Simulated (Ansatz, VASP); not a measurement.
## One calculation of CaSe, two programs

```xyz
2
Lattice="0.0000 2.9675 2.8227 2.9675 0.0000 2.8227 2.9675 2.9675 0.0000" Properties=species:S:1:pos:R:3 pbc="T T T"
Ca    0.0000    0.0000    0.0000
Se    2.9675    2.9675    2.8227
```

Change from the starting cell: uniaxial_z strain -4.9%.

Alike in both runs: task single point; functional PBE; k mesh 8 × 8 × 8; occupations fermi-dirac, width 0.02 eV; no spin polarisation.

|  | VASP | Ansatz |
| --- | --- | --- |
| version | VASP 6.6.1 | Ansatz 0.2.0 |
| potentials or method | VASP PAW PBE potentials, release 64 (Ca_sv, Se) | plane waves, PAW |
| plane-wave cutoff (eV) | 520 | 420 |
| valence electrons in the cell | 16 | 26 |

```csv
,VASP,Ansatz,Ansatz less VASP
gap on the k mesh at the Fermi level (eV),1.87,1.88,+0.013
pressure (GPa),3.9,3.7,-0.21
"traceless stress, the component that is largest in VASP (GPa)",4.26,4.20,-0.066
```

VASP's potentials hold 16 valence electrons a cell and Ansatz's 26, so a difference there can come from the potentials and not from the codes.
